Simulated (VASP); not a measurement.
# TiC: single point with PBE

Crystal: TiC.

```xyz
2
Lattice="0.0000 2.1908 2.1908 2.1665 0.0244 2.1665 2.1665 2.1665 0.0244" Properties=species:S:1:pos:R:3 pbc="T T T"
Ti    0.0000    0.0000    0.0000
C     2.1665    2.1908    2.1908
```

This cell differs from its parent crystal: strain +0.0225 x Voigt [0, 0, 0, 1, 0, 0].

| Property | Result |
| --- | --- |
| Program | VASP 6.6.1 |
| Task | single point |
| Functional | PBE |
| Potentials or basis | VASP PAW PBE potentials, release 64 (Ti_sv, C) |
| Cutoff | 520 eV |
| k mesh | 24 × 24 × 24 |
| Occupations | gaussian, width 0.15 eV |
| Spin | no spin polarisation |
| Dipole correction | no |
| Further INCAR settings | ALGO = Normal; EDIFF = 1e-06; NBANDS = 15 |

```yaml
Pressure: 0.2 GPa
Band_gap_on_the_k_mesh: zero (bands 8 and 9 overlap by 1.19 eV)
```

Stress tensor (GPa, compression positive):
```
 0.21  0.00  0.00
 0.00  0.22 -3.78
 0.00 -3.78  0.22
```

Levels at points of the mesh, in eV from the Fermi level:
```
           k point  band 4  band 5  band 6  band 7  band 8  band 9  band 10  band 11  band 12  band 13
(0.00, 0.00, 0.00)  -32.62  -12.40    0.58    0.68    0.79    1.57     1.66     1.71     1.71     1.76
(0.50, 0.00, 0.00)  -32.67   -8.99   -5.85   -2.91   -2.75    2.81     2.93     4.04     8.06     8.13
(0.00, 0.50, 0.00)  -32.68   -8.87   -5.84   -3.04   -2.89    2.87     2.97     4.14     8.10     8.13
(0.50, 0.50, 0.00)  -32.79  -10.12   -3.44   -1.62   -0.05   -0.05     2.69     3.50     3.50     5.77
(0.00, 0.50, 0.50)  -32.78  -10.12   -3.44   -1.62   -0.20    0.11     2.70     3.50     3.50     5.77
```

It took 7.2 min on 1 thread of AMD EPYC 7R13 Processor (Zen 3), with other jobs on the host, peak memory 0.63 GiB.

Caveat: the cell differs from its parent crystal (strain +0.0225 x Voigt [0, 0, 0, 1, 0, 0]).
